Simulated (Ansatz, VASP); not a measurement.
WS in VASP and in Ansatz

INCAR

```
SYSTEM = WS
  ALGO = Normal
  EDIFF = 1E-6
  EDIFFG = -0.05
  ENCUT = 600
  GGA = PS
  IBRION = 2
  ISIF = 3
  ISMEAR = 0
  LASPH = .True.
  LCHARG = .False.
  LREAL = .False.
  LWAVE = .False.
  NELM = 100
  NSW = 100
  PREC = Accurate
  SIGMA = 0.1
```

KPOINTS

```
k-points
0
Gamma
  8 8 8
  0 0 0
```

POSCAR

```
WS
1.0
    0.0000000000      2.3861270888      2.3861270888
    2.3861270888      0.0000000000      2.3861270888
    2.3861270888      2.3861270888      0.0000000000
W S
1 1
Direct
    0.0000000000      0.0000000000      0.0000000000
    0.5000000000      0.5000000000      0.5000000000
```

Input for Ansatz:

```yaml
crystal:
  lattice:
    - [0.0, 2.3861270888, 2.3861270888]
    - [2.3861270888, 0.0, 2.3861270888]
    - [2.3861270888, 2.3861270888, 0.0]
  atoms:
    - { symbol: W, position: [0.0, 0.0, 0.0] }
    - { symbol: S, position: [0.5, 0.5, 0.5] }
basis:
  ecutwfc: 420
kpoints:
  mp_grid: { grid: [8, 8, 8] }
hamiltonian:
  xc: pbesol
scf:
  occupations: { method: gaussian, width: 0.1 }
output:
  forces: true
  stress: true
  eigenvalues: true
relax:
  adjacent_minimum: "off"
  f_tol: 0.05
  max_steps: 80
  cell: { stress_tol: 0.5 }
```

Alike in both runs: task relaxation of cell and atoms; functional PBEsol; k mesh 8 × 8 × 8; occupations gaussian, width 0.1 eV; no spin polarisation.

|  | VASP | Ansatz |
| --- | --- | --- |
| version | VASP 6.6.1 | Ansatz 0.2.0 |
| potentials or method | VASP PAW PBE potentials, release 64 (W_sv, S), cutoff 600 eV | scalar-relativistic, plane waves, PAW |
| valence electrons in the cell | 20 | 20 |

Ansatz gave:

* gap on the k mesh at the Fermi level, each at its own relaxed structure (eV): none
* relaxed volume (Å³/atom): 14.69
* relaxed length of the cell vector where the two differ most in proportion (Å): 3.463

Task: What did VASP give for the same quantities?

Result: gap on the k mesh at the Fermi level, each at its own relaxed structure (eV): none; relaxed volume (Å³/atom): 14.73; relaxed length of the cell vector where the two differ most in proportion (Å): 3.467.

VASP's potentials were made for PBE, not for PBEsol. A gap of «none» marks a metal or a gap that the smearing closes.

Spin-orbit coupling is off throughout.
